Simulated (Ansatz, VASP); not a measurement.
**Two plane-wave programs on SiGe**

```
Si Ge
1.0
     3.84209    0.00000    0.00000
    -1.92104    3.32735    0.00000
     0.00000    0.00000    6.47431
Si Ge
2 2
Direct
  0.33333 0.66667 0.00134
  0.66667 0.33333 0.50134
  0.33333 0.66667 0.37266
  0.66667 0.33333 0.87266
```

Change from the starting cell: strained cell.

Alike in both runs: functional PBEsol; k mesh 9 × 9 × 6; occupations gaussian, width 0.02 eV; no spin polarisation.

Ansatz relaxed the structure, and its values are those at the end. VASP's run is a single point on that final structure, the one shown.

|  | VASP | Ansatz |
| --- | --- | --- |
| version | VASP 6.6.1 | Ansatz 0.2.0 |
| potentials or method | VASP PAW PBE potentials, release 64 (Si, Ge_d), cutoff 500 eV | scalar-relativistic, plane waves, PAW |
| valence electrons in the cell | 36 | 36 |

```csv
,VASP,Ansatz,Ansatz less VASP
gap on the k mesh at the Fermi level (eV),0.31,0.31,-0.001
least direct gap on the mesh (eV),0.67,0.67,-0.005
pressure (GPa),2.1,2.1,+0.06
```

VASP's potentials were made for PBE, not for PBEsol, and Ansatz warns of the same on its side. Ansatz's warnings: stress scf threshold loose.
